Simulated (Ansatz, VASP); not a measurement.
# SnO in VASP and in Ansatz

```xyz
4
Lattice="3.7622 0.0000 0.0000 0.0000 3.7622 0.0000 0.0000 0.0000 4.8209" Properties=species:S:1:pos:R:3 pbc="T T T"
Sn    1.8811    0.0000    3.6862
Sn    0.0000    1.8811    1.1347
O     0.0000    0.0000    0.0000
O     1.8811    1.8811    0.0000
```

Alike in both runs: task single point; functional PBE; dispersion D4; k mesh 7 × 7 × 6; occupations fermi-dirac, width 0.05 eV; no spin polarisation.

|  | VASP | Ansatz |
| --- | --- | --- |
| version | VASP 6.6.1 | Ansatz 0.2.0 |
| potentials or method | VASP PAW PBE potentials, release 64 (Sn_d, O) | Ansatz PAW |
| plane-wave cutoff (eV) | 520 | 420 |
| valence electrons in the cell | 40 | 40 |

|  | VASP | Ansatz | Ansatz less VASP |
| --- | --- | --- | --- |
| gap on the k mesh at the Fermi level (eV) | 0.24 | 0.22 | -0.016 |
| least direct gap on the mesh (eV) | 2.03 | 2.07 | +0.039 |
| pressure (GPa) | 5.9 | 5.6 | -0.29 |
| traceless stress, the component that is largest in VASP (GPa) | -1.37 | -1.38 | -0.016 |
| rms of the force components (eV/Å) | 0.446 | 0.407 | -0.0394 |

Atom by atom the forces differ by 0.039 eV/Å (rms over components).

Noted on Ansatz's run: odd divisions of the mesh miss points on the zone boundary, where band edges often lie, so the gap on the mesh can be too wide.
